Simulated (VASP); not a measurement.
Re, 2 atoms in the cell. Symmetry: P6_3/mmc, No. 194, hexagonal system. The conventional cell has a = 2.775 Å, b = 2.775 Å, c = 4.484 Å, α = 90.00°, β = 90.00°, γ = 120.00°. Within 3.6 Å of Re (site symmetry -6m2) lie 12 Re at 2.76 to 2.77 Å. 

* Program: VASP 6.6.1
* Task: single point
* Functional: PBE
* Potentials or basis: VASP PAW PBE potentials, release 64 (Re)
* Cutoff: 520 eV
* k mesh: 11 × 11 × 6
* Occupations: fermi-dirac, width 0.05 eV
* Spin: no spin polarisation
* Dipole correction: no
* Further INCAR settings: ALGO = Normal; EDIFF = 1e-06; NBANDS = 14

Potentials or basis: VASP PAW PBE potentials, release 64 (Re).

Run with:

```bash
$ cat potpaw_PBE.64/Re/POTCAR > POTCAR
$ mpirun -np 1 vasp_std > vasp.out
```

Hardware: 1 thread of Intel Xeon 8259CL, on a shared host.

Problem. Estimate the wall time of this run.

Solution. It took 46 s on 1 thread of Intel Xeon 8259CL, with other jobs on the host, peak memory 0.17 GiB. Counts: scf iterations 12, k points 64.
